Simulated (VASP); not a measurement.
# Si3N4 (Fd-3m) in VASP: settings compared, part 2 of 2

VASP 6.6.1.

## 3. Single point, r2SCAN

POSCAR

```
Si3N4
1.0
    0.0000000000      3.8946186242      3.8946186242
    3.8946186242      0.0000000000      3.8946186242
    3.8946186242      3.8946186242      0.0000000000
Si N
6 8
Direct
    0.1250000000      0.1250000000      0.6250000000
    0.1250000000      0.6250000000      0.1250000000
    0.6250000000      0.1250000000      0.1250000000
    0.1250000000      0.1250000000      0.1250000000
    0.7500000000      0.7500000000      0.7500000000
    0.5000000000      0.5000000000      0.5000000000
    0.3675422895      0.3675422895      0.3675422895
    0.3526268684      0.8824577105      0.8824577105
    0.8824577105      0.8824577105      0.3526268684
    0.8824577105      0.3526268684      0.8824577105
    0.3675422895      0.3675422895      0.8973731316
    0.3675422895      0.8973731316      0.3675422895
    0.8824577105      0.8824577105      0.8824577105
    0.8973731316      0.3675422895      0.3675422895
```

INCAR.step1

```
  PREC = Accurate
  ENCUT = 520
  ISMEAR = 0
  SIGMA = 0.02
  LREAL = False
  LASPH = True
  NELM = 80
  NBANDS = 45
  GGA = PE
  ALGO = Normal
  EDIFF = 1E-4
  LWAVE = True
  LCHARG = False
```

INCAR.step2

```
  PREC = Accurate
  ENCUT = 520
  EDIFF = 1E-6
  ISMEAR = 0
  SIGMA = 0.02
  LREAL = False
  LASPH = True
  NELM = 80
  ALGO = Normal
  ISIF = 2
  LWAVE = False
  LCHARG = False
  METAGGA = R2SCAN
  LMIXTAU = True
  NBANDS = 45
  ISTART = 1
```

KPOINTS

```
Automatic mesh
0
Gamma
  6 6 6
```

Potentials or basis: VASP PAW PBE potentials, release 64 (Si, N).

Started as:

```sh
> cat potpaw_PBE.64/Si/POTCAR potpaw_PBE.64/N/POTCAR > POTCAR
> cp INCAR.step1 INCAR
> mpirun -np 1 vasp_std > vasp.out
> cp INCAR.step2 INCAR
> mpirun -np 1 vasp_std > vasp.out
```

OUTCAR:

```text
PREC = Accurate
   ENCUT = 520
   EDIFF = 1E-6
   ISMEAR = 0
   LREAL = False
   LASPH = True
   NELM = 80
   ISIF = 2
   METAGGA = R2SCAN
   ISTART = 1

 ion  position               nearest neighbor table
   1  0.125  0.125  0.625-   8 1.89  10 1.89  12 1.89  14 1.89  13 1.89   7 1.89   4 2.75   2 2.75
                             3 2.75   4 2.75   2 2.75   3 2.75
   2  0.125  0.625  0.125-   8 1.89   9 1.89  11 1.89  14 1.89  13 1.89   7 1.89   4 2.75   1 2.75
                             1 2.75   3 2.75   4 2.75   3 2.75
   3  0.625  0.125  0.125-   9 1.89  10 1.89  11 1.89  12 1.89   7 1.89  13 1.89   4 2.75   1 2.75
                             2 2.75   1 2.75   2 2.75   4 2.75
   4  0.125  0.125  0.125-   8 1.89   9 1.89  10 1.89  11 1.89  12 1.89  14 1.89   1 2.75   2 2.75
                             3 2.75   1 2.75   2 2.75   3 2.75
   5  0.750  0.750  0.750-  13 1.79   9 1.79  10 1.79   8 1.79
   6  0.500  0.500  0.500-   7 1.79  11 1.79  12 1.79  14 1.79
   7  0.368  0.368  0.368-   6 1.79   2 1.89   3 1.89   1 1.89
   8  0.353  0.882  0.882-   5 1.79   2 1.89   1 1.89   4 1.89
   9  0.882  0.882  0.353-   5 1.79   3 1.89   2 1.89   4 1.89
[... 969 lines left out ...]
  FORCE on cell =-STRESS in cart. coord.  units (eV):
  Direction    XX          YY          ZZ          XY          YZ          ZX
  --------------------------------------------------------------------------------------
  -------------------------------------------------------------------------------------
  Total       -5.1077185     -5.1077185     -5.1077185      0.0000000      0.0000000      0.0000000
  in kB      -69.2648229    -69.2648229    -69.2648229      0.0000000      0.0000000      0.0000000
  external PRESSURE =     -69.2648229 kB  Pullay stress =       0.0000000 kB

 VOLUME and BASIS-vectors are now :
 -----------------------------------------------------------------------------
  energy-cutoff  :      520.00
  volume of cell :      118.15
      direct lattice vectors                 reciprocal lattice vectors
     0.000000000  3.894618624  3.894618624    -0.128382275  0.128382275  0.128382275
     3.894618624  0.000000000  3.894618624     0.128382275 -0.128382275  0.128382275
     3.894618624  3.894618624  0.000000000     0.128382275  0.128382275 -0.128382275

 POSITION                                       TOTAL-FORCE (eV/Angst)
 -----------------------------------------------------------------------------------
      2.92096      2.92096      0.97365         0.000000     -0.000000      0.000000
      2.92096      0.97365      2.92096         0.000000     -0.000000      0.000000
      0.97365      2.92096      2.92096         0.000000     -0.000000      0.000000
      0.97365      0.97365      0.97365         0.000000     -0.000000      0.000000
      5.84193      5.84193      5.84193         0.000000     -0.000000      0.000000
      3.89462      3.89462      3.89462         0.000000     -0.000000      0.000000
      2.86287      2.86287      2.86287        -0.025859     -0.025859     -0.025859
      6.87367      4.81018      4.81018         0.025859     -0.025859     -0.025859
      4.81018      4.81018      6.87367        -0.025859     -0.025859      0.025859
      4.81018      6.87367      4.81018        -0.025859      0.025859     -0.025859
      4.92636      4.92636      2.86287         0.025859      0.025859     -0.025859
      4.92636      2.86287      4.92636         0.025859     -0.025859      0.025859
      6.87367      6.87367      6.87367         0.025859      0.025859      0.025859
      2.86287      4.92636      4.92636        -0.025859      0.025859      0.025859
 -----------------------------------------------------------------------------------
    total drift:                                0.000000      0.000000      0.000000

  FREE ENERGIE OF THE ION-ELECTRON SYSTEM (eV)
  ---------------------------------------------------
  free  energy   TOTEN  =      -141.7756579450 eV

  energy  without entropy=     -141.7756579450  energy(sigma->0) =     -141.77565794
```

OSZICAR.step1:

```text
N       E                     dE             d eps       ncg     rms          rms(c)
DAV:   1     0.255377829988E+03    0.25538E+03   -0.32431E+04  1440   0.135E+03
DAV:   2    -0.107913759984E+03   -0.36329E+03   -0.34665E+03  1831   0.281E+02
DAV:   3    -0.125247002918E+03   -0.17333E+02   -0.17220E+02  1848   0.638E+01
DAV:   4    -0.125436059979E+03   -0.18906E+00   -0.18859E+00  1768   0.719E+00
DAV:   5    -0.125439481549E+03   -0.34216E-02   -0.34184E-02  1774   0.899E-01    0.261E+01
DAV:   6    -0.112557448357E+03    0.12882E+02   -0.43171E+01  1726   0.269E+01    0.119E+01
DAV:   7    -0.112502170788E+03    0.55278E-01   -0.24056E+00  1824   0.686E+00    0.566E+00
DAV:   8    -0.112482543689E+03    0.19627E-01   -0.10298E-01  1710   0.156E+00    0.190E+00
DAV:   9    -0.112483464937E+03   -0.92125E-03   -0.20281E-02  1808   0.780E-01    0.299E-01
DAV:  10    -0.112484187103E+03   -0.72217E-03   -0.12672E-03  1718   0.176E-01    0.109E-01
DAV:  11    -0.112484284016E+03   -0.96913E-04   -0.42458E-04  1622   0.992E-02
   1 F= -.11248428E+03 E0= -.11248428E+03  d E =-.165323E-27
```

Run time: 4.3 min. Hardware: 1 thread of Intel Xeon Platinum 8488C (Sapphire Rapids), shared host; peak memory 0.3 GiB.

What came out:

```yaml
Free_energy: -141.7757 eV
Pressure: -6.9 GPa
Largest_force: 0.045 eV/Å
Band_gap_on_the_k_mesh: 3.92 eV (least direct gap 3.96 eV)
```

Forces on the atoms (eV/Å):
```
Si   0.000  0.000  0.000
Si   0.000  0.000  0.000
Si   0.000  0.000  0.000
Si   0.000  0.000  0.000
Si   0.000  0.000  0.000
Si   0.000  0.000  0.000
N   -0.026 -0.026 -0.026
N    0.026 -0.026 -0.026
N   -0.026 -0.026  0.026
N   -0.026  0.026 -0.026
N    0.026  0.026 -0.026
N    0.026 -0.026  0.026
N    0.026  0.026  0.026
N   -0.026  0.026  0.026
```

Caveat: the cell stands under tension; the PAW data sets were made with another functional, which shifts forces and pressure a little. A k mesh can miss the band edges.

## 4. Single point, PBE (7.43 Å³/atom)

This run uses another cell than the first one, of 7.43 Å³/atom.

INCAR

```
SYSTEM = Si3N4
PREC     = Accurate       ! precision mode
ENCUT    = 520            ! plane-wave cutoff, eV
EDIFF    = 1E-6           ! SCF threshold, eV
ISMEAR   = 0              ! smearing method
SIGMA    = 0.02           ! smearing width, eV
LREAL    = .False.        ! projectors in reciprocal space
LASPH    = .True.         ! aspherical terms in the spheres
NELM     = 60             ! most SCF steps
ALGO     = Normal         ! electronic algorithm
ISIF     = 2              ! what is computed and relaxed
LWAVE    = .False.        ! write WAVECAR
LCHARG   = .True.         ! write CHGCAR
GGA      = PE             ! functional
LELF     = .True.         ! ELF
LVHAR    = .True.       
NBANDS   = 45             ! bands
```

KPOINTS

```
regular mesh
0
Gamma
  6 6 6
  0 0 0
```

POSCAR

```
Si3N4
1.0
    0.0000000000      3.7321506024      3.7321506024
    3.7321506024      0.0000000000      3.7321506024
    3.7321506024      3.7321506024      0.0000000000
Si N
6 8
Direct
    0.1250000000      0.1250000000      0.6250000000
    0.1250000000      0.6250000000      0.1250000000
    0.6250000000      0.1250000000      0.1250000000
    0.1250000000      0.1250000000      0.1250000000
    0.7500000000      0.7500000000      0.7500000000
    0.5000000000      0.5000000000      0.5000000000
    0.3681577187      0.3681577187      0.3681577187
    0.3544731561      0.8818422813      0.8818422813
    0.8818422813      0.8818422813      0.3544731561
    0.8818422813      0.3544731561      0.8818422813
    0.3681577187      0.3681577187      0.8955268439
    0.3681577187      0.8955268439      0.3681577187
    0.8818422813      0.8818422813      0.8818422813
    0.8955268439      0.3681577187      0.3681577187
```

Started as:

```sh
> cat potpaw_PBE.64/Si/POTCAR potpaw_PBE.64/N/POTCAR > POTCAR
> mpirun -np 1 vasp_std > vasp.out
```

It took 70 s on 1 thread of Intel Xeon 8259CL, shared host; peak memory 0.25 GiB.

It converged, with:

| Item | Value |
| --- | --- |
| Free energy | -110.5530 eV |
| Pressure | 48.5 GPa |
| Largest force | 0.009 eV/Å |
| Band gap on the k mesh | 3.85 eV |

Forces in eV/Å, atoms in the order of the input:
```
Si   0.000  0.000  0.000
Si   0.000  0.000  0.000
Si   0.000  0.000  0.000
Si   0.000  0.000  0.000
Si   0.000  0.000  0.000
Si   0.000  0.000  0.000
N    0.005  0.005  0.005
N   -0.005  0.005  0.005
N    0.005  0.005 -0.005
N    0.005 -0.005  0.005
N   -0.005 -0.005  0.005
N   -0.005  0.005 -0.005
N   -0.005 -0.005 -0.005
N    0.005 -0.005 -0.005
```

Levels at points of the mesh, in eV from the valence-band top:
| k point | band 29 | band 30 | band 31 | band 32 | band 33 | band 34 | band 35 | band 36 |
| --- | --- | --- | --- | --- | --- | --- | --- | --- |
| (0.00, 0.00, 0.00) | -0.28 | 0.00 | 0.00 | 0.00 | 3.85 | 3.85 | 3.85 | 5.57 |
| (0.50, 0.00, 0.00) | -0.50 | -0.50 | -0.46 | -0.46 | 5.47 | 6.15 | 6.15 | 7.29 |
| (0.50, 0.50, 0.00) | -1.26 | -1.26 | -0.59 | -0.59 | 7.23 | 7.23 | 7.55 | 7.55 |

Caveat: the cell stands under pressure.

## 5. Summary

```csv
level,cell,gap on the mesh (eV),pressure (GPa),largest force (eV/Å)
PBEsol,"a = 5.508 Å, angles 60.0°, 14 atoms",3.21,-5.0,0.05
r2SCAN,"a = 5.508 Å, angles 60.0°, 14 atoms",3.92,-6.9,0.04
PBE,"a = 5.278 Å, angles 60.0°, 14 atoms",3.85,48.5,0.01
```

Alike in all rows: task single point; potentials or basis VASP PAW PBE potentials, release 64 (Si, N); no spin polarisation; k mesh 6 × 6 × 6; cutoff (eV) 520; smearing gaussian 0.02 eV.

Caveats: the cell stands under tension (at least some runs); the PAW data sets were made with another functional, which shifts forces and pressure a little (at least some runs); the cell stands under pressure (at least some runs).

Total energies depend on the potentials used, so only differences within one code and one set of settings carry meaning.
